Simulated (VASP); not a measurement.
# GaP (zincblende type) (F-43m) in VASP: further runs

GaP (zincblende type) is run at these levels: PBE; tasks: single point, relaxation of cell and atoms.

Program: VASP 6.6.1. These are calculated values, not measurements. Logs are shortened: lines on timing, memory, paths and dates and some standing lists are left out, and cuts for length are marked.

## 1. The cell of the first run

The structure is cubic, space group F-43m (No. 216). Conventional cell: a = 5.506 Å, b = 5.506 Å, c = 5.506 Å, α = 90.00°, β = 90.00°, γ = 90.00°. Ga (site symmetry -43m) has 4 P at 2.38 Å within 3.1 Å. Within 3.1 Å of P (site symmetry -43m) lie 4 Ga at 2.38 Å.

## 2. Single point, PBE

The input, INCAR:

```
PREC = Accurate ; ENCUT = 500
EDIFF = 1E-6 ; ISMEAR = -1
SIGMA = 0.02 ; LREAL = F
LASPH = T ; NELM = 120
ALGO = Normal ; ISIF = 2
LWAVE = F ; LCHARG = F
GGA = PE ; NBANDS = 16
GGA_COMPAT = F
```

The input, KPOINTS:

```
Automatic mesh
0
Gamma
  11 11 11
```

The input, POSCAR:

```
GaP
1.0
    0.0000000000      2.7529909726      2.7529909726
    2.7529909726      0.0000000000      2.7529909726
    2.7529909726      2.7529909726      0.0000000000
Ga P
1 1
Direct
    0.0000000000      0.0000000000      0.0000000000
    0.2500000000      0.2500000000      0.2500000000
```

Potentials or basis: VASP PAW PBE potentials, release 64 (Ga_d, P).

Command:

```console
$ cat potpaw_PBE.64/Ga_d/POTCAR potpaw_PBE.64/P/POTCAR > POTCAR
$ mpirun -np 1 vasp_std > vasp.out
```

OUTCAR:

```text
PREC = Accurate
   ENCUT = 500
   EDIFF = 1E-6
   ISMEAR = -1
   LREAL = F
   LASPH = T
   NELM = 120
   ISIF = 2
   GGA = PE

 ion  position               nearest neighbor table
   1  0.000  0.000  0.000-   2 2.38   2 2.38   2 2.38   2 2.38
   2  0.250  0.250  0.250-   1 2.38   1 2.38   1 2.38   1 2.38

  LATTYP: Found a face centered cubic cell.
 ALAT       =     5.5059819452

  Lattice vectors:

 A1 = (   0.0000000000,   2.7529909726,   2.7529909726)
 A2 = (   2.7529909726,   0.0000000000,   2.7529909726)
 A3 = (   2.7529909726,   2.7529909726,   0.0000000000)

Analysis of symmetry for initial positions (statically):
=====================================================================
 Subroutine PRICEL returns:
 Original cell was already a primitive cell.

 Routine SETGRP: Setting up the symmetry group for a
 face centered cubic supercell.

 Subroutine GETGRP returns: Found 24 space group operations
 (whereof 24 operations were pure point group operations)
 out of a pool of 48 trial point group operations.

The static configuration has the point symmetry T_d .

Analysis of symmetry for dynamics (positions and initial velocities):
=====================================================================
 Subroutine PRICEL returns:
 Original cell was already a primitive cell.

 Routine SETGRP: Setting up the symmetry group for a
 face centered cubic supercell.

 Subroutine GETGRP returns: Found 24 space group operations
 (whereof 24 operations were pure point group operations)
 out of a pool of 48 trial point group operations.

The dynamic configuration has the point symmetry T_d .

 Subroutine INISYM returns: Found 24 space group operations
 (whereof 24 operations are pure point group operations),
 and found     1 'primitive' translations

----------------------------------------------------------------------------------------

                                     Primitive cell

  volume of cell :      41.7296

  direct lattice vectors                    reciprocal lattice vectors
     0.000000000  2.752990973  2.752990973    -0.181620646  0.181620646  0.181620646
     2.752990973  0.000000000  2.752990973     0.181620646 -0.181620646  0.181620646
     2.752990973  2.752990973  0.000000000     0.181620646  0.181620646 -0.181620646

  length of vectors
     3.893317171  3.893317171  3.893317171     0.314576187  0.314576187  0.314576187

  position of ions in fractional coordinates (direct lattice)
     0.000000000  0.000000000  0.000000000
     0.250000000  0.250000000  0.250000000

  ion indices of the primitive-cell ions
   primitive index   ion index
                 1           1
                 2           2

----------------------------------------------------------------------------------------

 KPOINTS: Automatic mesh

Automatic generation of k-mesh.
 Grid dimensions read from file:
 generate k-points for:   11   11   11

 Generating k-lattice:

  Cartesian coordinates                     Fractional coordinates (reciprocal lattice)
    -0.016510968  0.016510968  0.016510968     0.090909091  0.000000000  0.000000000
     0.016510968 -0.016510968  0.016510968     0.000000000  0.090909091  0.000000000
     0.016510968  0.016510968 -0.016510968     0.000000000  0.000000000  0.090909091

  Length of vectors
     0.028597835  0.028597835  0.028597835

  Shift w.r.t. Gamma in fractional coordinates (k-lattice)
     0.000000000  0.000000000  0.000000000

 Subroutine IBZKPT returns following result:
 ===========================================

 Found     56 irreducible k-points:

 Following reciprocal coordinates:
            Coordinates               Weight
  0.000000  0.000000  0.000000      1.000000
  0.090909  0.000000  0.000000      8.000000
  0.181818  0.000000  0.000000      8.000000
  0.272727  0.000000  0.000000      8.000000
  0.363636  0.000000  0.000000      8.000000
  0.454545  0.000000  0.000000      8.000000
[... 16 lines left out ...]
 -0.272727  0.181818  0.000000     24.000000
 -0.181818  0.181818  0.000000     12.000000
 [... further k-points ...]
   k-points           NKPTS =     56   k-points in BZ     NKDIM =     56   number of bands    NBANDS=     16
   number of dos      NEDOS =    301   number of ions     NIONS =      2
   total plane-waves  NPLWV =  21952
   dimension x,y,z NGX =    28 NGY =   28 NGZ =   28
   dimension x,y,z NGXF=    56 NGYF=   56 NGZF=   56
   ions per type =               1   1
   NGX,Y,Z   is equivalent  to a cutoff of  11.96, 11.96, 11.96 a.u.
   NGXF,Y,Z  is equivalent  to a cutoff of  23.91, 23.91, 23.91 a.u.
 SYSTEM =  unknown system
   PREC   = accura    normal or accurate (medium, high low for compatibility)
   ISTART =      0    job   : 0-new  1-cont  2-samecut
   ICHARG =      2    charge: 1-file 2-atom 10-const
   ISPIN  =      1    spin polarized calculation?
   LNONCOLLINEAR =      F non collinear calculations
   LSORBIT =      F    spin-orbit coupling
   LASPH  =      T    aspherical Exc in radial PAW
   ENCUT  =  500.0 eV  36.75 Ry    6.06 a.u.   7.10  7.10  7.10*2*pi/ulx,y,z
   NELM   =    120;   NELMIN=  2; NELMDL= -5     # of ELM steps
   EDIFF  = 0.1E-05   stopping-criterion for ELM
   LREAL  =      F    real-space projection
   EDIFFG = 0.1E-04   stopping-criterion for IOM
   NSW    =      0    number of steps for IOM
   IBRION =     -1    ionic relax: 0-MD 1-quasi-New 2-CG
   NFREE  =      0    steps in history (QN), initial steepest desc. (CG)
   ISIF   =      2    stress and relaxation
   ISYM   =      2    0-nonsym 1-usesym 2-fastsym
   POTIM  = 0.5000    time-step for ionic-motion
   TEBEG  =    0.0;   TEEND  =   0.0 temperature during run
   PSTRESS=    0.0 pullay stress
   NELECT =      18.0000    total number of electrons
   NUPDOWN=      -1.0000    fix difference up-down
   EMIN   =  10.00;   EMAX   =-10.00  energy-range for DOS
   EFERMI =   0.00;   METHOD = LEGACY
   ISMEAR =    -1;   SIGMA  =   0.02  broadening in eV -4-tet -1-fermi 0-gaus
   EFERMI_NEDOS =   21; number of points for ismear=-14 and -15
   IALGO  =     38    algorithm
   IMIX   =      4    mixing-type and parameters
     AMIX     =   0.40;   BMIX     =  1.00
     AMIX_MAG =   1.60;   BMIX_MAG =  1.00
  volume/ion in A,a.u.               =      20.86       140.80
  Fermi-wavevector in a.u.,A,eV,Ry     =   1.236946  2.337490 20.817409  1.530036
  Thomas-Fermi vector in A             =   2.371534
   LORBIT       =      0    0 simple, 1 ext, 2 COOP (PROOUT), +10 PAW based schemes
   GGA     = PE    functional components
   LHFCALC =     F    Hartree Fock is set to
   AEXX    =    0.0000 exact exchange contribution
   IVDW    =     0    specifies the selected vdW correction
   LEPSILON=     F    determine dielectric tensor
   LRPA    =     F    only Hartree local field effects (RPA)
 non-spin polarized calculation
  energy-cutoff  :      500.00
  volume of cell :       41.73
 maximum number of plane-waves:      1069
   NGX = 15   NGY = 15   NGZ = 15

 number of electron      18.0000009 magnetization

 Free energy of the ion-electron system (eV)
  ---------------------------------------------------
  ext. energy  EPLUGINS =         0.00000000
  ---------------------------------------------------
  free energy    TOTEN  =        -9.12773427 eV

  energy without entropy =       -9.12773427  energy(sigma->0) =       -9.12773427

 E-fermi :   4.7192     XC(G=0):  -9.6959

 val. band max:        4.3456665458   @ k =   0.0000   0.0000   0.0000
 cond. band min:       5.9220351451   @ k =   0.0000   0.0000   0.0000
 fundamental gap:      1.5763685993
 Fermi energy:         4.7192405127

 k-point     1 :       0.0000    0.0000    0.0000
  band No.  band energies     occupation
      1     -10.1555      2.00000
      2     -10.1555      2.00000
      3     -10.1555      2.00000
      4     -10.0647      2.00000
      5     -10.0647      2.00000
      6      -7.9215      2.00000
[... 8 lines left out ...]
     15      14.0914      0.00000
     16      14.0914      0.00000

 k-point     2 :       0.0909    0.0000    0.0000
  band No.  band energies     occupation
      1     -10.1619      2.00000
      2     -10.1531      2.00000
      3     -10.1531      2.00000
      4     -10.0647      2.00000
      5     -10.0647      2.00000
      6      -7.8181      2.00000
[... 8 lines left out ...]
     15      13.6950      0.00000
     16      13.6950      0.00000

 k-point     3 :       0.1818    0.0000    0.0000
  band No.  band energies     occupation
      1     -10.1785      2.00000
      2     -10.1473      2.00000
      3     -10.1473      2.00000
      4     -10.0644      2.00000
      5     -10.0644      2.00000
      6      -7.5165      2.00000
[... 8 lines left out ...]
     15      13.2517      0.00000
     16      14.3330      0.00000

 k-point     4 :       0.2727    0.0000    0.0000
  band No.  band energies     occupation
      1     -10.1987      2.00000
      2     -10.1406      2.00000
      3     -10.1406      2.00000
      4     -10.0630      2.00000
      5     -10.0630      2.00000
      6      -7.0465      2.00000
[... 8 lines left out ...]
     15      13.4150      0.00000
     16      14.0975      0.00000

 k-point     5 :       0.3636    0.0000    0.0000
  band No.  band energies     occupation
      1     -10.2161      2.00000
      2     -10.1356      2.00000
      3     -10.1356      2.00000
      4     -10.0605      2.00000
      5     -10.0605      2.00000
      6      -6.4834      2.00000
[... 8 lines left out ...]
     15      14.3066      0.00000
     16      14.3066      0.00000

 k-point     6 :       0.4545    0.0000    0.0000
  band No.  band energies     occupation
      1     -10.2261      2.00000
      2     -10.1333      2.00000
      3     -10.1333      2.00000
      4     -10.0584      2.00000
      5     -10.0584      2.00000
      6      -6.0271      2.00000
[... 8 lines left out ...]
     15      15.5833      0.00000
     16      15.5833      0.00000

 k-point     7 :       0.0909    0.0909    0.0000
  band No.  band energies     occupation
      1     -10.1664      2.00000
      2     -10.1510      2.00000
      3     -10.1510      2.00000
      4     -10.0666      2.00000
      5     -10.0631      2.00000
      6      -7.7837      2.00000
[... 8 lines left out ...]
     15      13.7224      0.00000
     16      14.2194      0.00000

 k-point     8 :       0.1818    0.0909    0.0000
  band No.  band energies     occupation
      1     -10.1799      2.00000
      2     -10.1462      2.00000
      3     -10.1451      2.00000
      4     -10.0683      2.00000
      5     -10.0616      2.00000
      6      -7.5480      2.00000
[... 8 lines left out ...]
     15      14.0751      0.00000
     16      14.6123      0.00000

 k-point     9 :       0.2727    0.0909    0.0000
  band No.  band energies     occupation
      1     -10.1975      2.00000
      2     -10.1406      2.00000
      3     -10.1381      2.00000
      4     -10.0686      2.00000
      5     -10.0598      2.00000
      6      -7.1324      2.00000
[... 8 lines left out ...]
     15      14.1159      0.00000
     16      14.8652      0.00000
[... 172 lines left out ...]
 k-point    19 :       0.3636    0.1818    0.0000
  band No.  band energies     occupation
      1     -10.2211      2.00000
      2     -10.1285      2.00000
      3     -10.1250      2.00000
      4     -10.0753      2.00000
      5     -10.0547      2.00000
      6      -6.5341      2.00000
[... 8 lines left out ...]
     15      15.3548      0.00000
     16      16.0592      0.00000

 k-point    20 :       0.4545    0.1818    0.0000
  band No.  band energies     occupation
      1     -10.2298      2.00000
      2     -10.1272      2.00000
      3     -10.1217      2.00000
      4     -10.0722      2.00000
      5     -10.0546      2.00000
      6      -5.9982      2.00000
[... 8 lines left out ...]
     15      16.1605      0.00000
     16      16.2190      0.00000

 k-point    21 :      -0.4545    0.1818    0.0000
  band No.  band energies     occupation
      1     -10.2324      2.00000
      2     -10.1276      2.00000
      3     -10.1215      2.00000
      4     -10.0674      2.00000
      5     -10.0572      2.00000
      6      -5.6794      2.00000
[... 8 lines left out ...]
     15      15.2730      0.00000
     16      16.5122      0.00000

 k-point    22 :      -0.3636    0.1818    0.0000
  band No.  band energies     occupation
      1     -10.2282      2.00000
      2     -10.1289      2.00000
      3     -10.1242      2.00000
      4     -10.0634      2.00000
      5     -10.0619      2.00000
      6      -5.8605      2.00000
[... 8 lines left out ...]
     15      14.5214      0.00000
     16      16.5194      0.00000

 k-point    23 :      -0.2727    0.1818    0.0000
  band No.  band energies     occupation
      1     -10.2181      2.00000
      2     -10.1312      2.00000
      3     -10.1298      2.00000
      4     -10.0662      2.00000
      5     -10.0611      2.00000
      6      -6.3648      2.00000
[... 8 lines left out ...]
     15      15.5670      0.00000
     16      16.6528      0.00000

 k-point    24 :      -0.1818    0.1818    0.0000
  band No.  band energies     occupation
      1     -10.2043      2.00000
      2     -10.1375      2.00000
      3     -10.1351      2.00000
      4     -10.0679      2.00000
      5     -10.0608      2.00000
      6      -6.8877      2.00000
[... 8 lines left out ...]
     15      14.9255      0.00000
     16      16.0476      0.00000

 [... further k-points ...]
[... 5 lines left out ...]
  --------------------------------------------------------------------------------------
  -------------------------------------------------------------------------------------
  Total       -0.0174803     -0.0174803     -0.0174803      0.0000000      0.0000000     -0.0000000
  in kB       -0.6711436     -0.6711436     -0.6711436      0.0000000      0.0000000     -0.0000000
  external PRESSURE =      -0.6711436 kB  Pullay stress =       0.0000000 kB

 VOLUME and BASIS-vectors are now :
 -----------------------------------------------------------------------------
  energy-cutoff  :      500.00
  volume of cell :       41.73
      direct lattice vectors                 reciprocal lattice vectors
     0.000000000  2.752990973  2.752990973    -0.181620646  0.181620646  0.181620646
     2.752990973  0.000000000  2.752990973     0.181620646 -0.181620646  0.181620646
     2.752990973  2.752990973  0.000000000     0.181620646  0.181620646 -0.181620646

 POSITION                                       TOTAL-FORCE (eV/Angst)
 -----------------------------------------------------------------------------------
      0.00000      0.00000      0.00000         0.000000     -0.000000     -0.000000
      1.37650      1.37650      1.37650        -0.000000      0.000000      0.000000
 -----------------------------------------------------------------------------------
    total drift:                                0.000001      0.000001      0.000001

  FREE ENERGIE OF THE ION-ELECTRON SYSTEM (eV)
  ---------------------------------------------------
  free  energy   TOTEN  =        -9.1277342655 eV

  energy  without entropy=       -9.1277342655  energy(sigma->0) =       -9.12773427
```

It took 43 s on 1 thread of AMD EPYC 7R13, shared host; peak memory 0.15 GiB.

What came out:

```
Free energy            : -9.1277 eV
Pressure               : -0.1 GPa
Band gap on the k mesh : 1.58 eV, direct
```

## 3. Relaxation of cell and atoms, PBE

This run uses another cell than the first one, of 19.91 Å³/atom, 0.954 times its volume.

The input, INCAR:

```
SYSTEM = GaP
PREC = Accurate ; ENCUT = 500
EDIFF = 1E-7 ; ISMEAR = -1
SIGMA = 0.02 ; LREAL = .False.
LASPH = .True. ; NELM = 120
ALGO = Normal ; ISIF = 3
LWAVE = .False. ; LCHARG = .False.
GGA = PE ; IBRION = 2
NSW = 60 ; EDIFFG = -0.005
GGA_COMPAT = .False. ; NELMIN = 4
```

The input, KPOINTS:

```
Automatic mesh
0
Gamma
  11 11 11
  0 0 0
```

The input, POSCAR:

```
GaP
1.0
    0.0000000000      2.7103316823      2.7103316823
    2.7103316823      0.0000000000      2.7103316823
    2.7103316823      2.7103316823      0.0000000000
Ga P
1 1
Direct
    0.0000000000      0.0000000000      0.0000000000
    0.2500000000      0.2500000000      0.2500000000
```

Potentials or basis: VASP PAW PBE potentials, release 64 (Ga_d, P).

Command:

```console
$ cat potpaw_PBE.64/Ga_d/POTCAR potpaw_PBE.64/P/POTCAR > POTCAR
$ mpirun -np 1 vasp_std > vasp.out
```

Wall time 91 s (1 thread of AMD EPYC 7R13, shared host); peak memory 0.15 GiB.

Results (log left out):

```
Free energy                            : -9.1273 eV
Relaxed volume                         : 20.86 Å³/atom
Relaxed cell                           : a = 3.893 Å, b = 3.893 Å, c = 3.893 Å, α = 60.00°, β = 60.00°, γ = 60.00°
Space group after relaxing (to 0.05 Å) : F-43m (No. 216)
Energy gained by relaxing              : 11.2 meV/atom
Ionic steps                            : 3
Pressure after relaxing                : 0.0 GPa
Band gap on the k mesh                 : 1.58 eV, direct
```

Step by step:
```
step  energy change (eV)  largest force (eV/Å)  pressure (GPa)  volume (Å³)
   1              0.0000                0.0000            3.96        39.82
   2             -0.0168                0.0000           -1.73        42.73
   3             -0.0224                0.0000            0.00        41.71
```

Final structure:
```cif
data_structure
_symmetry_space_group_name_H-M 'P 1'
_symmetry_Int_Tables_number 1
_cell_length_a 3.8927
_cell_length_b 3.8927
_cell_length_c 3.8927
_cell_angle_alpha 60.000
_cell_angle_beta 60.000
_cell_angle_gamma 60.000
_cell_volume 41.71
loop_
_atom_site_label
_atom_site_type_symbol
_atom_site_fract_x
_atom_site_fract_y
_atom_site_fract_z
_atom_site_occupancy
Ga1 Ga 0.00000 0.00000 0.00000 1
P1 P 0.25000 0.25000 0.25000 1
```

Levels at points of the mesh, in eV from the valence-band top:
```
           k point  band 7  band 8  band 9  band 10  band 11  band 12
(0.00, 0.00, 0.00)    0.00    0.00    0.00     1.58     3.90     3.90
```
